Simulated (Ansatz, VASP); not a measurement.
## GaN in VASP and in Ansatz

POSCAR

```
GaN
1.0
    0.0000000000      2.4337806561      2.4337806561
    2.4337806561      0.0000000000      2.4337806561
    2.4337806561      2.4337806561      0.0000000000
Ga N
1 1
Direct
    0.0000000000      0.0000000000      0.0000000000
    0.7500000000      0.7500000000      0.7500000000
```

INCAR.step1

```
SYSTEM = GaN
PREC     = Accurate       ! precision mode
ENCUT    = 520            ! plane-wave cutoff, eV
ISMEAR   = 0              ! smearing method
SIGMA    = 0.05           ! smearing width, eV
LREAL    = .False.        ! projectors in reciprocal space
LASPH    = .True.         ! aspherical terms in the spheres
NELM     = 80             ! most SCF steps
NBANDS   = 16             ! bands
GGA      = PE             ! functional
ALGO     = Normal         ! electronic algorithm
EDIFF    = 1E-4           ! SCF threshold, eV
LWAVE    = .True.         ! write WAVECAR
LCHARG   = .False.        ! write CHGCAR
```

File INCAR.step2:

```
SYSTEM = GaN
PREC     = Accurate       ! precision mode
ENCUT    = 520            ! plane-wave cutoff, eV
EDIFF    = 1E-6           ! SCF threshold, eV
ISMEAR   = 0              ! smearing method
SIGMA    = 0.05           ! smearing width, eV
LREAL    = .False.        ! projectors in reciprocal space
LASPH    = .True.         ! aspherical terms in the spheres
NELM     = 80             ! most SCF steps
ALGO     = Normal         ! electronic algorithm
ISIF     = 2              ! what is computed and relaxed
LWAVE    = .False.        ! write WAVECAR
LCHARG   = .False.        ! write CHGCAR
METAGGA  = R2SCAN         ! meta-GGA
LMIXTAU  = .True.       
NBANDS   = 16             ! bands
ISTART   = 1
```

File KPOINTS:

```
regular mesh
0
Gamma
  10 10 10
  0 0 0
```

Input for Ansatz:

```yaml
crystal:
  lattice:
    - [0.0, 2.4337806561, 2.4337806561]
    - [2.4337806561, 0.0, 2.4337806561]
    - [2.4337806561, 2.4337806561, 0.0]
  atoms:
    - { symbol: Ga, position: [0.0, 0.0, 0.0] }
    - { symbol: "N", position: [0.75, 0.75, 0.75] }
basis:
  ecutwfc: 500
kpoints:
  mp_grid: { grid: [10, 10, 10] }
hamiltonian:
  xc: r2scan
scf:
  occupations: { method: gaussian, width: 0.05 }
output:
  forces: true
  stress: true
  eigenvalues: true
```

Change from the starting cell: strain +0.080 along x and y, +0.080 along z, atoms carried along.

Alike in both runs: task single point; functional r2SCAN; k mesh 10 × 10 × 10; occupations gaussian, width 0.05 eV; no spin polarisation.

|  | VASP | Ansatz |
| --- | --- | --- |
| version | VASP 6.6.1 | Ansatz 0.2.0 |
| potentials or method | VASP PAW PBE potentials, release 64 (Ga_d, N), cutoff 520 eV | scalar-relativistic, plane waves, PAW |
| valence electrons in the cell | 18 | 18 |

|  | VASP | Ansatz | Ansatz less VASP |
| --- | --- | --- | --- |
| gap on the k mesh at the Fermi level (eV) | 0.60 | 0.60 | 0.000 |
| least direct gap on the mesh (eV) | 0.60 | 0.60 | 0.000 |
| pressure (GPa) | -27.1 | -27.6 | -0.42 |

VASP's potentials were made for PBE, not for r2SCAN. The functional is the same, so the differences come from potentials, cutoffs and numerics.
